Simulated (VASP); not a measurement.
A run of VASP 6.6.1:

File INCAR:

```
SYSTEM = Fe
PREC     = Accurate       ! precision mode
ENCUT    = 520            ! plane-wave cutoff, eV
EDIFF    = 1E-6           ! SCF threshold, eV
ISMEAR   = -1             ! smearing method
SIGMA    = 0.27211386245988 ! smearing width, eV
LREAL    = .False.        ! projectors in reciprocal space
LASPH    = .True.         ! aspherical terms in the spheres
NELM     = 150            ! most SCF steps
ALGO     = Normal         ! electronic algorithm
ISIF     = 2              ! what is computed and relaxed
LWAVE    = .False.        ! write WAVECAR
LCHARG   = .False.        ! write CHGCAR
LNONCOLLINEAR= .True.         ! non-collinear magnetism
MAGMOM   = 0 0 2 0.174 0 1.992 ! initial moments
LORBIT   = 11             ! projections on sites
LMAXMIX  = 4              ! l up to which the mixer works
GGA      = CA             ! functional
NBANDS   = 28             ! bands
```

KPOINTS

```
Automatic mesh
0
Gamma
  2 2 2
  0 0 0
```

The input POSCAR:

```
Fe
1.0
    2.8660000000      0.0000000000      0.0000000000
    0.0000000000      2.8660000000      0.0000000000
    0.0000000000      0.0000000000      2.8660000000
Fe
2
Direct
    0.0000000000      0.0000000000      0.0000000000
    0.5200000000      0.5000000000      0.5000000000
```

Potentials or basis: VASP PAW LDA potentials, release 64 (Fe).

The run is started by

```bash
$ cat potpaw_LDA.64/Fe/POTCAR > POTCAR
$ mpirun -np 1 vasp_ncl > vasp.out
```

Hardware: 1 thread of AMD EPYC 7R43 64-Core Processor (Zen 3), with other jobs on the host.

How long does it take, and how much memory?

It took 23 s on 1 thread of AMD EPYC 7R43 64-Core Processor (Zen 3), on a shared host, peak memory 0.13 GiB. Counts: scf iterations 14, k points 8.
